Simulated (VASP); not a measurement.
A run of VASP 6.6.1 is set up as follows.

The input INCAR:

```
SYSTEM = ZnS
ALGO = Normal
EDIFF = 1E-7
ENCUT = 520
GGA = PE
ISIF = 2
ISMEAR = 0
LASPH = .TRUE.
LCHARG = .TRUE.
LELF = .TRUE.
LREAL = .FALSE.
LVHAR = .TRUE.
LWAVE = .FALSE.
NBANDS = 16
NELM = 100
PREC = Accurate
SIGMA = 0.05
```

Contents of KPOINTS:

```
k-points
0
G
  10 10 10
  0 0 0
```

The input POSCAR:

```
ZnS
1.0
    0.0000000000      2.7046500000      2.7046500000
    2.7046500000      0.0000000000      2.7046500000
    2.7046500000      2.7046500000      0.0000000000
Zn S
1 1
Direct
    0.0000000000      0.0000000000      0.0000000000
    0.7467319857      0.7500000000      0.7500000000
```

Potentials or basis: VASP PAW PBE potentials, release 64 (Zn, S).

Command:

```bash
$ cat potpaw_PBE.64/Zn/POTCAR potpaw_PBE.64/S/POTCAR > POTCAR
$ mpirun -np 1 vasp_std > vasp.out
```

(1) What does it give for the largest force?

(2) Estimate the band gap on the k mesh.

(3) Estimate the pressure.

Results:

(1) 0.072 eV/Å.

(2) 2.09 eV, direct.

(3) 1.5 GPa.

Caveat: the cell differs from its parent crystal (all S atoms moved +0.013 Å, as atom 2 towards its neighbour atom 2 (S) at 3.825 Å).
